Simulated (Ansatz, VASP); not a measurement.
## One calculation of TePb, two programs

```xyz
2
Lattice="3.9213 0.0000 0.0000 0.0000 3.9213 0.0000 0.0000 0.0000 3.9213" Properties=species:S:1:pos:R:3 pbc="T T T"
Te    1.9606    1.9606    1.9606
Pb    0.0000    0.0000    0.0000
```

Change from the starting cell: volume scaled by 0.9405, PAW files.

Alike in both runs: task electric field gradients; functional PBE; k mesh 10 × 10 × 10; occupations fermi-dirac, width 0.08 eV; no spin polarisation.

```csv
,VASP,Ansatz
version,VASP 6.6.1,Ansatz 0.2.0
potentials or method,"VASP PAW PBE potentials, release 64 (Te, Pb_d)","PAW with Ansatz's default frozen-core files, scalar-relativistic"
plane-wave cutoff (eV),520,420
valence electrons in the cell,20,30
```

|  | VASP | Ansatz | Ansatz less VASP |
| --- | --- | --- | --- |
| pressure (GPa) | 2.5 | 2.5 | +0.04 |

VASP's potentials hold 20 valence electrons a cell and Ansatz's 30, so a difference there can come from the potentials and not from the codes.

Neither program's run includes spin-orbit coupling.
